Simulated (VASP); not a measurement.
A run of VASP 6.6.1:

Contents of INCAR:

```
PREC = Accurate
ENCUT = 520
EDIFF = 1E-7
ISMEAR = 0
SIGMA = 0.1
LREAL = F
LASPH = T
NELM = 100
ALGO = Normal
ISIF = 2
LWAVE = F
LCHARG = T
GGA = PS
LELF = T
LVHAR = T
NBANDS = 18
```

The input KPOINTS:

```
regular mesh
0
Gamma
  6 6 4
```

File POSCAR:

```
As
1.0
    1.8946055361     -5.4380064158      0.0000000000
    1.8946055361      5.4380064158      0.0000000000
    0.0000000000      0.0000000000      4.1819208842
As
4
Direct
    0.1120373321      0.8879626679      0.9471446252
    0.6120373321      0.3879626679      0.5528553748
    0.8879626679      0.1120373321      0.0528553748
    0.3879626679      0.6120373321      0.4471446252
```

Potentials or basis: VASP PAW PBE potentials, release 64 (As).

Command:

```sh
$ cat potpaw_PBE.64/As/POTCAR > POTCAR
$ mpirun -np 1 vasp_std > vasp.out
```

Hardware: 1 thread of Intel(R) Xeon(R) Platinum 8259CL CPU @ 2.50GHz (Skylake/Cascade Lake), on a shared host.

Question: How long does it take, and how much memory?

Answer: Wall time 68 s on 1 thread of Intel(R) Xeon(R) Platinum 8259CL CPU @ 2.50GHz (Skylake/Cascade Lake), with other jobs on the host, peak memory 0.26 GiB. Counts: scf iterations 12, k points 39.
